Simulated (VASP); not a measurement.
Wanted: the native input for a VASP 6.6.1 run.

| Item | Value |
| --- | --- |
| Task | single point |
| Functional | PBE |
| Potentials or basis | VASP PAW PBE potentials, release 64 (Ge_d) |
| Cutoff | 500 eV |
| k mesh | 14 × 14 × 14 |
| Occupations | gaussian, width 0.15 eV |
| Spin | no spin polarisation |
| Dipole correction | no |
| Further INCAR settings | ALGO = Normal; EDIFF = 1e-06; NBANDS = 21 |

The structure of Ge lies in POSCAR:

```
Ge
1.0
    0.0000000000      2.9419208000      2.9419208000
    2.9419208000      0.0000000000      2.9419208000
    2.9419208000      2.9419208000      0.0000000000
Ge
2
Direct
    0.5000000000      0.5000000000      0.5000000000
    0.7500000000      0.7500000000      0.7500000000
```

This cell differs from its parent crystal: strain +0.040 along x and y, +0.040 along z.

These files were run (other wordings do the same):

INCAR

```
SYSTEM = Ge
ALGO = Normal
EDIFF = 1E-6
ENCUT = 500
GGA = PE
GGA_COMPAT = .False.
ISIF = 2
ISMEAR = 0
LASPH = .True.
LCHARG = .True.
LELF = .True.
LREAL = .False.
LVHAR = .True.
LWAVE = .False.
NBANDS = 21
NELM = 120
PREC = Accurate
SIGMA = 0.15
```

KPOINTS

```
k-points
0
Gamma
  14 14 14
  0 0 0
```

Potentials or basis: VASP PAW PBE potentials, release 64 (Ge_d).

Launch:

```bash
$ cat potpaw_PBE.64/Ge_d/POTCAR > POTCAR
$ mpirun -np 1 vasp_std > vasp.out
```

Results of the run:

- Pressure: -3.3 GPa
- Band gap on the k mesh: zero (band 14 reaches 3.91 eV, above the bottom of band 15 at 3.77 eV)

Caveat: the cell differs from its parent crystal (strain +0.040 along x and y, +0.040 along z).

Run time: 48 s on 1 thread of Intel(R) Xeon(R) 6975P-C (Granite Rapids), with other jobs on the host, peak memory 0.21 GiB.
